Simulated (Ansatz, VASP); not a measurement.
Two plane-wave programs on Si2W

Contents of INCAR:

```
PREC     = Accurate       # precision mode
ENCUT    = 520            # plane-wave cutoff, eV
EDIFF    = 1E-7           # SCF threshold, eV
ISMEAR   = 0              # smearing method
SIGMA    = 0.05           # smearing width, eV
LREAL    = F              # projectors in reciprocal space
LASPH    = T              # aspherical terms in the spheres
NELM     = 100            # most SCF steps
ALGO     = Normal         # electronic algorithm
ISIF     = 2              # what is computed and relaxed
LWAVE    = F              # write WAVECAR
LCHARG   = F              # write CHGCAR
GGA      = PE             # functional
NBANDS   = 18             # bands
```

File KPOINTS:

```
Automatic mesh
0
Gamma
  14 14 14
```

File POSCAR:

```
Si2W
1.0
   -1.6094845769      1.6094845769      3.9229619805
    1.6094845769     -1.6094845769      3.9229619805
    1.6094845769      1.6094845769     -3.9229619805
Si W
2 1
Direct
    0.3344725098      0.3344725098      0.0000000000
    0.6655274902      0.6655274902      0.0000000000
    0.0000000000      0.0000000000      0.0000000000
```

Input for Ansatz:

```yaml
crystal:
  lattice:
    - [-1.6094845769, 1.6094845769, 3.9229619805]
    - [1.6094845769, -1.6094845769, 3.9229619805]
    - [1.6094845769, 1.6094845769, -3.9229619805]
  atoms:
    - { symbol: Si, position: [0.3344725098, 0.3344725098, 0.0] }
    - { symbol: Si, position: [0.6655274902, 0.6655274902, 0.0] }
    - { symbol: W, position: [0.0, 0.0, 0.0] }
basis:
  ecutwfc: 420
  ecutrho_ratio: 4
kpoints:
  mp_grid: { grid: [14, 14, 14] }
hamiltonian:
  xc: pbe
scf:
  occupations: { method: gaussian, width: 0.05 }
output:
  forces: true
  stress: true
  eigenvalues: true
  eigenstates:
    nscf_kmesh: { grid: [26, 26, 26] }
    de_dk: true
    e_range: [-2.5, 2.5]
  write_density: true
  write_potential: true
  elf: true
  volumetric_format: npy
```

Alike in both runs: task single point; functional PBE; k mesh 14 × 14 × 14; occupations gaussian, width 0.05 eV; no spin polarisation.

|  | VASP | Ansatz |
| --- | --- | --- |
| version | VASP 6.6.1 | Ansatz 0.2.0 |
| potentials or method | VASP PAW PBE potentials, release 64 (Si, W_sv), cutoff 520 eV | scalar-relativistic, plane waves, PAW |
| valence electrons in the cell | 22 | 22 |

```csv
,VASP,Ansatz,Ansatz less VASP
gap on the k mesh at the Fermi level (eV),none,none,-
pressure (GPa),2.1,2.0,-0.09
"traceless stress, the component that is largest in VASP (GPa)",-0.06,0.00,+0.054
```

A gap of «none» marks a metal or a gap that the smearing closes.

Neither program's run includes spin-orbit coupling.
